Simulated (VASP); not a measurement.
# Mn: single point with PBE

The system is Mn.

```
Mn
1.0
     2.58000    0.00000    0.00000
    -1.29000    2.23435    0.00000
     0.00000    0.00000    4.15000
Mn
2
Direct
  0.33333 0.66667 0.25000
  0.66667 0.33333 0.75000
```

```json
{
  "Program": "VASP 6.6.1",
  "Task": "single point",
  "Functional": "PBE",
  "Potentials or basis": "VASP PAW PBE potentials, release 64 (Mn_pv)",
  "Cutoff": "520 eV",
  "k mesh": "5 × 5 × 3",
  "Occupations": "gaussian, width 0.1 eV",
  "Spin": "non-collinear spin, typed start",
  "Starting moments": "[[0.0, 0.0, 2.5], [0.0, 0.0, 2.5]] μB",
  "Dipole correction": "no",
  "Further INCAR settings": "ALGO = Normal; EDIFF = 1e-06; NBANDS = 38"
}
```

* Pressure: -25.1 GPa
* Band gap on the k mesh: zero (band 26 reaches 9.61 eV, above the bottom of band 27 at 8.32 eV)
* Net moment: 0.17 μB per cell
* Valence electrons inside the program's atomic spheres: Mn 11.80

Stress tensor (GPa, compression positive):
```
-23.25   0.00   0.00
  0.00 -23.25   0.00
  0.00   0.00 -28.89
```

Levels at points of the mesh, in eV from the Fermi level:
```tsv
k point	band 24	band 25	band 26	band 27	band 28	band 29
(0.00, 0.00, 0.00)	-0.43	-0.33	-0.33	0.02	0.02	0.08
```

Moments on the atoms (μB; x, y, z):
```
Mn  0.00 0.00 0.08
Mn  0.00 0.00 0.08
```

Wall time 28 s on 1 thread of Intel(R) Xeon(R) Platinum 8259CL CPU @ 2.50GHz (Skylake/Cascade Lake), on a shared host, peak memory 0.18 GiB.

Caveat: the k points lie up to 0.56 Å⁻¹ apart.
